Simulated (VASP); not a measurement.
# Si6O11 (a cell with a defect) in VASP: further runs

Runs on Si6O11 (a cell with a defect). Level: LDA. Tasks: single point.

All numbers are computed with VASP 6.6.1; they aren't measurements. Logs are shortened: lines on timing, memory, paths and dates and some standing lists are left out, and cuts for length are marked.

**1. The cell of the first run**

The cell holds a defect, 17 atoms: a = 4.867 Å, b = 5.365 Å, c = 8.429 Å, α = 90.00°, β = 90.00°, γ = 90.00°.

**2. Single point, LDA**

File INCAR:

```
PREC = Accurate
ENCUT = 520
EDIFF = 1E-7
ISMEAR = 0
SIGMA = 0.05
LREAL = Auto
LASPH = T
NELM = 100
ALGO = Normal
ISIF = 2
LWAVE = F
LCHARG = F
GGA = CA
NELECT = 88.0
NBANDS = 59
```

File KPOINTS:

```
Automatic mesh
0
Gamma
  4 4 2
```

File POSCAR:

```
Si6O11
1.0
   -2.4333868794      4.2147497096      0.0000000000
    0.0000000000      0.0000000000      5.3651521237
    7.3001606382      4.2147497096      0.0000000000
Si O
6 11
Direct
    0.7676536602      0.3333333333      0.2323463398
    0.2676536602      0.3333333333      0.7323463398
    0.4646926795      0.6666666667      0.0000000000
    0.9646926795      0.6666666667      0.5000000000
    0.2676536602      0.0000000000      0.2676536602
    0.7676536602      0.0000000000      0.7676536602
    0.0706884960      0.2213245393      0.2055640003
    0.5706884960      0.2213245393      0.7055640003
    0.7730017524      0.5546578727      0.3618737519
    0.2730017524      0.5546578727      0.8618737519
    0.6563097516      0.8879912060      0.9325622479
    0.0560285999      0.8833327499      0.4200149504
    0.7730017524      0.7786754607      0.6381262481
    0.6563097516      0.4453421273      0.0674377521
    0.1563097516      0.4453421273      0.5674377521
    0.5706884960      0.1120087940      0.2944359997
    0.0706884960      0.1120087940      0.7944359997
```

Potentials or basis: VASP PAW LDA potentials, release 64 (Si, O).

Launch:

```bash
$ cat potpaw_LDA.64/Si/POTCAR potpaw_LDA.64/O/POTCAR > POTCAR
$ mpirun -np 1 vasp_std > vasp.out
```

OUTCAR:

```text
PREC = Accurate
   ENCUT = 520
   EDIFF = 1E-7
   ISMEAR = 0
   LREAL = Auto
   LASPH = T
   NELM = 100
   ISIF = 2
   GGA = CA
   NELECT = 88.0

 ion  position               nearest neighbor table
   1  0.768  0.333  0.232-   7 1.61  14 1.61  16 1.61   9 1.61   5 3.03   5 3.03   4 3.03   3 3.03

   2  0.268  0.333  0.732-   8 1.61  15 1.61  17 1.61  10 1.61   6 3.03   6 3.03   3 3.03   4 3.03

   3  0.465  0.667  0.000-  10 1.61  11 1.61  14 1.61   5 3.03   2 3.03   6 3.03   1 3.03
   4  0.965  0.667  0.500-  12 1.42  13 1.61   9 1.61  15 1.61   6 3.03   1 3.03   5 3.03   2 3.03

   5  0.268  0.000  0.268-  16 1.61   7 1.61  12 1.76   3 3.03   1 3.03   1 3.03   4 3.03
   6  0.768  0.000  0.768-  17 1.61  11 1.61   8 1.61  13 1.61   4 3.03   2 3.03   2 3.03   3 3.03

   7  0.071  0.221  0.206-   1 1.61   5 1.61
   8  0.571  0.221  0.706-   2 1.61   6 1.61
   9  0.773  0.555  0.362-   4 1.61   1 1.61
  10  0.273  0.555  0.862-   3 1.61   2 1.61
  11  0.656  0.888  0.933-   6 1.61   3 1.61
  12  0.056  0.883  0.420-   4 1.42   5 1.76
  13  0.773  0.779  0.638-   4 1.61   6 1.61
  14  0.656  0.445  0.067-   1 1.61   3 1.61
  15  0.156  0.445  0.567-   2 1.61   4 1.61
  16  0.571  0.112  0.294-   5 1.61   1 1.61
  17  0.071  0.112  0.794-   6 1.61   2 1.61

  LATTYP: Found a simple orthorhombic cell.
 ALAT       =     4.8667737588
 B/A-ratio  =     1.1024042599
 C/A-ratio  =     1.7320508076

  Lattice vectors:

 A1 = (  -2.4333868794,   4.2147497096,   0.0000000000)
 A2 = (   0.0000000000,   0.0000000000,   5.3651521237)
 A3 = (   7.3001606382,   4.2147497096,   0.0000000000)

Analysis of symmetry for initial positions (statically):
=====================================================================
 Subroutine PRICEL returns:
 Original cell was already a primitive cell.

 Routine SETGRP: Setting up the symmetry group for a
 simple orthorhombic supercell.

 Subroutine GETGRP returns: Found  1 space group operations
 (whereof  1 operations were pure point group operations)
 out of a pool of  8 trial point group operations.

The static configuration has the point symmetry C_1 .

Analysis of symmetry for dynamics (positions and initial velocities):
=====================================================================
 Subroutine PRICEL returns:
 Original cell was already a primitive cell.

 Routine SETGRP: Setting up the symmetry group for a
 simple orthorhombic supercell.

 Subroutine GETGRP returns: Found  1 space group operations
 (whereof  1 operations were pure point group operations)
 out of a pool of  8 trial point group operations.

The dynamic configuration has the point symmetry C_1 .

 Subroutine INISYM returns: Found  1 space group operations
 (whereof  1 operations are pure point group operations),
 and found     1 'primitive' translations

----------------------------------------------------------------------------------------

                                     Primitive cell

  volume of cell :     220.1025

  direct lattice vectors                    reciprocal lattice vectors
    -2.433386879  4.214749710  0.000000000    -0.102737465  0.177946510  0.000000000
     0.000000000  0.000000000  5.365152124     0.000000000  0.000000000  0.186388005
     7.300160638  4.214749710  0.000000000     0.102737465  0.059315503  0.000000000

  length of vectors
     4.866773759  5.365152124  8.429499419     0.205474931  0.186388005  0.118631006

  position of ions in fractional coordinates (direct lattice)
     0.767653660  0.333333333  0.232346340
     0.267653660  0.333333333  0.732346340
     0.464692679  0.666666667  1.000000000
     0.964692679  0.666666667  0.500000000
     0.267653660  0.000000000  0.267653660
     0.767653660  0.000000000  0.767653660
[... 9 lines left out ...]
     0.570688496  0.112008794  0.294436000
     0.070688496  0.112008794  0.794436000

  ion indices of the primitive-cell ions
   primitive index   ion index
                 1           1
                 2           2
                 3           3
                 4           4
                 5           5
                 6           6
[... 9 lines left out ...]
                16          16
                17          17

----------------------------------------------------------------------------------------

 KPOINTS: Automatic mesh

Automatic generation of k-mesh.
 Grid dimensions read from file:
 generate k-points for:    4    4    2

 Generating k-lattice:

  Cartesian coordinates                     Fractional coordinates (reciprocal lattice)
    -0.025684366  0.044486627  0.000000000     0.250000000  0.000000000  0.000000000
     0.000000000  0.000000000  0.046597001     0.000000000  0.250000000  0.000000000
     0.051368733  0.029657752  0.000000000    -0.000000000  0.000000000  0.500000000

  Length of vectors
     0.051368733  0.046597001  0.059315503

  Shift w.r.t. Gamma in fractional coordinates (k-lattice)
     0.000000000  0.000000000  0.000000000

 Subroutine IBZKPT returns following result:
 ===========================================

 Found     20 irreducible k-points:

 Following reciprocal coordinates:
            Coordinates               Weight
  0.000000  0.000000  0.000000      1.000000
  0.250000  0.000000  0.000000      2.000000
  0.500000  0.000000  0.000000      1.000000
  0.000000  0.250000  0.000000      2.000000
  0.250000  0.250000  0.000000      2.000000
  0.250000 -0.250000  0.000000      2.000000
[... 12 lines left out ...]
  0.250000  0.500000  0.500000      2.000000
  0.500000  0.500000  0.500000      1.000000
   k-points           NKPTS =     20   k-points in BZ     NKDIM =     20   number of bands    NBANDS=     59
   number of dos      NEDOS =    301   number of ions     NIONS =     17
   total plane-waves  NPLWV =  92160
   dimension x,y,z NGX =    36 NGY =   40 NGZ =   64
   dimension x,y,z NGXF=    72 NGYF=   80 NGZF=  128
   ions per type =               6  11
   NGX,Y,Z   is equivalent  to a cutoff of  12.30, 12.39, 12.62 a.u.
   NGXF,Y,Z  is equivalent  to a cutoff of  24.59, 24.79, 25.24 a.u.
 SYSTEM =  unknown system
   PREC   = accura    normal or accurate (medium, high low for compatibility)
   ISTART =      0    job   : 0-new  1-cont  2-samecut
   ICHARG =      2    charge: 1-file 2-atom 10-const
   ISPIN  =      1    spin polarized calculation?
   LNONCOLLINEAR =      F non collinear calculations
   LSORBIT =      F    spin-orbit coupling
   LASPH  =      T    aspherical Exc in radial PAW
   ENCUT  =  520.0 eV  38.22 Ry    6.18 a.u.   9.05  9.98 15.67*2*pi/ulx,y,z
   NELM   =    100;   NELMIN=  2; NELMDL= -5     # of ELM steps
   EDIFF  = 0.1E-06   stopping-criterion for ELM
   LREAL  =      T    real-space projection
   EDIFFG = 0.1E-05   stopping-criterion for IOM
   NSW    =      0    number of steps for IOM
   IBRION =     -1    ionic relax: 0-MD 1-quasi-New 2-CG
   NFREE  =      0    steps in history (QN), initial steepest desc. (CG)
   ISIF   =      2    stress and relaxation
   ISYM   =      2    0-nonsym 1-usesym 2-fastsym
   POTIM  = 0.5000    time-step for ionic-motion
   TEBEG  =    0.0;   TEEND  =   0.0 temperature during run
   PSTRESS=    0.0 pullay stress
   NELECT =      88.0000    total number of electrons
   NUPDOWN=      -1.0000    fix difference up-down
   EMIN   =  10.00;   EMAX   =-10.00  energy-range for DOS
   EFERMI =   0.00;   METHOD = LEGACY
   ISMEAR =     0;   SIGMA  =   0.05  broadening in eV -4-tet -1-fermi 0-gaus
   EFERMI_NEDOS =   21; number of points for ismear=-14 and -15
   IALGO  =     38    algorithm
   IMIX   =      4    mixing-type and parameters
     AMIX     =   0.40;   BMIX     =  1.00
     AMIX_MAG =   1.60;   BMIX_MAG =  1.00
  volume/ion in A,a.u.               =      12.95        87.37
  Fermi-wavevector in a.u.,A,eV,Ry     =   1.206037  2.279080 19.790026  1.454526
  Thomas-Fermi vector in A             =   2.341716
   LORBIT       =      0    0 simple, 1 ext, 2 COOP (PROOUT), +10 PAW based schemes
   GGA     = CA    functional components
   LHFCALC =     F    Hartree Fock is set to
   AEXX    =    0.0000 exact exchange contribution
   IVDW    =     0    specifies the selected vdW correction
   LEPSILON=     F    determine dielectric tensor
   LRPA    =     F    only Hartree local field effects (RPA)
 non-spin polarized calculation
 Gauss-broadening in eV      SIGMA  =   0.05
  energy-cutoff  :      520.00
  volume of cell :      220.10
 maximum number of plane-waves:      5960
   NGX = 19   NGY = 19   NGZ = 31

 number of electron      88.0000003 magnetization

 Free energy of the ion-electron system (eV)
  ---------------------------------------------------
  ext. energy  EPLUGINS =         0.00000000
  ---------------------------------------------------
  free energy    TOTEN  =      -145.41946268 eV

  energy without entropy =     -145.41597155  energy(sigma->0) =     -145.41771711

 E-fermi :   1.0672     XC(G=0):  -9.5964

 val. band max:        1.0635756101   @ k =   0.0000   0.0000   0.0000
 cond. band min:       1.1306216060   @ k =   0.0000   0.2500   0.0000
 fundamental gap:      0.0670459959
 Fermi energy:         1.0672131962

 k-point     1 :       0.0000    0.0000    0.0000
  band No.  band energies     occupation
      1     -18.6262      2.00000
      2     -17.8948      2.00000
      3     -17.8606      2.00000
      4     -17.1253      2.00000
      5     -16.8153      2.00000
      6     -16.7395      2.00000
[... 48 lines left out ...]
     55      10.7960      0.00000
     56      11.2631      0.00000

 k-point     2 :       0.2500    0.0000    0.0000
  band No.  band energies     occupation
      1     -18.5079      2.00000
      2     -17.8989      2.00000
      3     -17.7791      2.00000
      4     -17.1694      2.00000
      5     -16.9723      2.00000
      6     -16.8266      2.00000
[... 48 lines left out ...]
     55      11.0005      0.00000
     56      11.1457      0.00000
[... 1001 lines left out ...]
     55      10.6998      0.00000
     56      10.9986      0.00000

 k-point    20 :       0.5000    0.5000    0.5000
  band No.  band energies     occupation
      1     -18.2069      2.00000
      2     -17.9817      2.00000
      3     -17.5612      2.00000
      4     -17.4537      2.00000
      5     -17.1163      2.00000
      6     -16.9101      2.00000
[... 48 lines left out ...]
     55      10.9546      0.00000
     56      10.9892      0.00000
 [bands above 56 left out]

------------------------ aborting loop because EDIFF is reached ----------------------------------------

  FORCE on cell =-STRESS in cart. coord.  units (eV):
  Direction    XX          YY          ZZ          XY          YZ          ZX
  --------------------------------------------------------------------------------------
  -------------------------------------------------------------------------------------
  Total      -17.0159031    -16.0074382     -6.6849210      1.2798012      1.3857687     -8.5830953
  in kB     -123.8627174   -116.5218667    -48.6610953      9.3159705     10.0873326    -62.4783473
  external PRESSURE =     -96.3485598 kB  Pullay stress =       0.0000000 kB

 VOLUME and BASIS-vectors are now :
 -----------------------------------------------------------------------------
  energy-cutoff  :      520.00
  volume of cell :      220.10
      direct lattice vectors                 reciprocal lattice vectors
    -2.433386879  4.214749710  0.000000000    -0.102737465  0.177946510  0.000000000
     0.000000000  0.000000000  5.365152124     0.000000000  0.000000000  0.186388005
     7.300160638  4.214749710  0.000000000     0.102737465  0.059315503  0.000000000

 POSITION                                       TOTAL-FORCE (eV/Angst)
 -----------------------------------------------------------------------------------
     -0.17183      4.21475      1.78838         0.577175      0.597525      0.679220
      4.69494      4.21475      1.78838        -0.351512     -0.406747     -0.666160
     -1.13078      1.95856      3.57677        -3.150357     -0.055831     -1.015275
      1.30261      6.17331      3.57677         6.956039     -0.600496     -9.408835
      1.30261      2.25619      0.00000         3.740947     -0.233229      1.449580
      3.73600      6.47094      0.00000        -0.942648     -0.273611      0.737109
[... 9 lines left out ...]
      0.76072      3.64628      0.60094         0.771968     -1.145327     -1.713495
      5.62750      3.64628      0.60094         0.221697      0.112376     -0.183808
 -----------------------------------------------------------------------------------
    total drift:                               -0.007554     -0.023017     -0.012432

  FREE ENERGIE OF THE ION-ELECTRON SYSTEM (eV)
  ---------------------------------------------------
  free  energy   TOTEN  =      -145.4194626794 eV

  energy  without entropy=     -145.4159715500  energy(sigma->0) =     -145.41771711
```

Run time: 3.7 min. Hardware: 1 thread of Intel Xeon 6975P-C (Granite Rapids), shared host; peak memory 0.32 GiB.

What came out:

* Free energy: -145.4195 eV
* Largest force: 15.443 eV/Å

Forces on the atoms (eV/Å):
```
Si    0.577   0.598   0.679
Si   -0.352  -0.407  -0.666
Si   -3.150  -0.056  -1.015
Si    6.956  -0.600  -9.409
Si    3.741  -0.233   1.450
Si   -0.943  -0.274   0.737
O    -1.139   0.452  -0.619
O     0.055   0.066   0.072
O    -0.410  -1.603  -1.750
O     1.351   0.761   1.308
O     2.060   0.122  -0.594
O   -10.834   2.950  10.603
O     0.885  -0.029  -0.059
O     0.533  -0.657   0.771
O    -0.325  -0.056   0.390
O     0.772  -1.145  -1.713
O     0.222   0.112  -0.184
```

Levels at points of the mesh, in eV from the Fermi level:
| k point | band 42 | band 43 | band 44 | band 45 | band 46 | band 47 |
| --- | --- | --- | --- | --- | --- | --- |
| (0.00, 0.00, 0.00) | -0.61 | -0.38 | -0.09 | 0.00 | 3.98 | 6.25 |
| (0.50, 0.00, 0.00) | -0.41 | -0.21 | -0.15 | 0.23 | 3.95 | 6.14 |
| (0.00, 0.50, 0.00) | -0.46 | -0.31 | -0.10 | 0.11 | 3.88 | 6.04 |
| (0.50, 0.50, 0.00) | -0.72 | -0.63 | -0.36 | 0.31 | 3.97 | 6.30 |
| (0.00, 0.00, 0.50) | -0.60 | -0.40 | -0.06 | 0.13 | 3.85 | 6.25 |
| (0.50, 0.00, 0.50) | -0.45 | -0.28 | -0.13 | 0.14 | 4.00 | 6.18 |
| (0.00, 0.50, 0.50) | -0.57 | -0.38 | -0.06 | 0.23 | 3.86 | 6.04 |
| (0.50, 0.50, 0.50) | -0.65 | -0.55 | -0.31 | 0.11 | 4.02 | 6.31 |

Caveat: the k points lie up to 0.37 Å⁻¹ apart; the cell carries a net charge on a neutralising background, which shifts energy and pressure; the cell differs from its parent crystal (atoms taken out, atom 12 moved 1.000 of the way to it and -0.500 Å across, host rigid); the cell is charged against a uniform background, so pressure and absolute levels hang on convention.

**3. Single point, LDA**

File INCAR:

```
SYSTEM = Si6O11
PREC = Accurate
ENCUT = 520
EDIFF = 1E-6
ISMEAR = 0
SIGMA = 0.05
LREAL = Auto
LASPH = .TRUE.
NELM = 100
ALGO = Normal
ISIF = 2
LWAVE = .FALSE.
LCHARG = .FALSE.
GGA = CA
NELECT = 88.0
NBANDS = 59
```

File KPOINTS:

```
regular mesh
0
G
  4 4 2
  0 0 0
```

Changes to POSCAR since step 2:

```diff
@@ -19,3 +19,3 @@
     0.6563097516      0.8879912060      0.9325622479
-    0.0560285999      0.8833327499      0.4200149504
+    0.2064503274      0.8903204340      0.4388358966
     0.7730017524      0.7786754607      0.6381262481
```

Potentials or basis: VASP PAW LDA potentials, release 64 (Si, O).

Launch:

```bash
$ cat potpaw_LDA.64/Si/POTCAR potpaw_LDA.64/O/POTCAR > POTCAR
$ mpirun -np 1 vasp_std > vasp.out
```

Run time: 4.8 min. Hardware: 1 thread of Intel Xeon 6975P-C (Granite Rapids), shared host; peak memory 0.32 GiB.

It converged, with:

```
Free energy   : -146.9761 eV
Largest force : 3.654 eV/Å
```

Forces on the atoms (eV/Å):
```
Si   0.759  0.190  0.261
Si  -0.563 -0.577 -0.761
Si  -3.477 -0.090 -1.119
Si  -0.064  1.370  0.510
Si   1.455  1.509  2.754
Si  -1.122 -0.374  0.751
O   -0.973  0.395 -1.059
O    0.117  0.118  0.093
O   -0.647 -0.167  0.159
O    1.405  0.800  1.368
O    2.167  0.168 -0.620
O    1.122 -2.206 -2.445
O   -0.227  0.025  0.148
O    0.508 -0.675  0.902
O   -0.073 -0.101  0.081
O   -0.705 -0.533 -0.822
O    0.317  0.147 -0.201
```

Levels at points of the mesh, in eV from the Fermi level:
```
           k point  band 40  band 41  band 42  band 43  band 44  band 45  band 46  band 47  band 48  band 49
(0.00, 0.00, 0.00)    -0.93    -0.82    -0.66    -0.31    -0.12    -0.03     4.14     6.30     6.75     6.83
(0.50, 0.00, 0.00)    -1.06    -0.93    -0.55    -0.19    -0.08     0.18     4.09     6.06     6.97     8.25
(0.00, 0.50, 0.00)    -1.01    -0.93    -0.48    -0.39    -0.08     0.15     3.97     6.35     7.03     7.90
(0.50, 0.50, 0.00)    -0.87    -0.85    -0.70    -0.63    -0.35     0.25     4.09     6.63     6.85     8.30
(0.00, 0.00, 0.50)    -0.96    -0.82    -0.63    -0.31    -0.08     0.08     4.02     6.37     6.70     7.44
(0.50, 0.00, 0.50)    -1.07    -0.84    -0.58    -0.23    -0.09     0.16     4.09     6.17     6.93     7.91
(0.00, 0.50, 0.50)    -1.01    -0.96    -0.52    -0.49    -0.05     0.17     3.99     6.33     7.02     8.06
(0.50, 0.50, 0.50)    -0.88    -0.79    -0.63    -0.57    -0.31     0.13     4.11     6.67     6.87     8.18
```

Caveat: the k points lie up to 0.37 Å⁻¹ apart; the cell carries a net charge on a neutralising background, which shifts energy and pressure; the cell differs from its parent crystal (atoms taken out, atom 12 moved 1.000 of the way to it and +0.250 Å across, host rigid); the cell is charged against a uniform background, so pressure and absolute levels hang on convention.

[end of part 1 of 2]
